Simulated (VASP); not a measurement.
Input of a VASP 6.6.1 run:

Contents of INCAR:

```
PREC     = Accurate       # precision mode
ENCUT    = 500            # plane-wave cutoff, eV
EDIFF    = 1E-6           # SCF threshold, eV
ISMEAR   = 0              # smearing method
SIGMA    = 0.01           # smearing width, eV
LREAL    = F              # projectors in reciprocal space
LASPH    = T              # aspherical terms in the spheres
NELM     = 200            # most SCF steps
ALGO     = Normal         # electronic algorithm
ISIF     = 2              # what is computed and relaxed
LWAVE    = F              # write WAVECAR
LCHARG   = F              # write CHGCAR
LDAU     = T              # DFT+U
LDAUTYPE = 2            
LDAUL    = 2 -1           # shell
LDAUU    = 6 0            # U, eV
LDAUJ    = 0 0          
LDAUPRINT= 1            
GGA      = PS             # functional
NBANDS   = 36             # bands
GGA_COMPAT= F
```

Contents of KPOINTS:

```
regular mesh
0
Gamma
  6 6 6
```

File POSCAR:

```
ZnS
1.0
    1.9030712000      1.0987386696      9.3519478333
   -1.9030712000      1.0987386696      9.3519478333
    0.0000000000     -2.1974773392      9.3519478333
Zn S
3 3
Direct
    0.9999711367      0.9999711367      0.9999711367
    0.2222694100      0.2222694100      0.2222694100
    0.4446134433      0.4446134433      0.4446134433
    0.0832671700      0.0832671700      0.0832671700
    0.5278423033      0.5278423033      0.5278423033
    0.3053625400      0.3053625400      0.3053625400
```

Potentials or basis: VASP PAW PBE potentials, release 64 (Zn, S).

Run with:

```sh
$ cat potpaw_PBE.64/Zn/POTCAR potpaw_PBE.64/S/POTCAR > POTCAR
$ mpirun -np 1 vasp_std > vasp.out
```

Task: Predict the largest force.

Result: 0.020 eV/Å.

Task: Estimate the band gap on the k mesh.

Result: 2.44 eV.

Task: Predict the pressure.

Result: -3.4 GPa.

Forces in eV/Å, atoms in the order of the input:
```
Zn   0.000  0.000 -0.003
Zn   0.000  0.000 -0.013
Zn   0.000  0.000 -0.020
S    0.000  0.000  0.013
S    0.000  0.000  0.008
S    0.000  0.000  0.014
```

Caveat: the cell stands under tension; the PAW data sets were made with another functional, which shifts forces and pressure a little. A k mesh can miss the band edges.
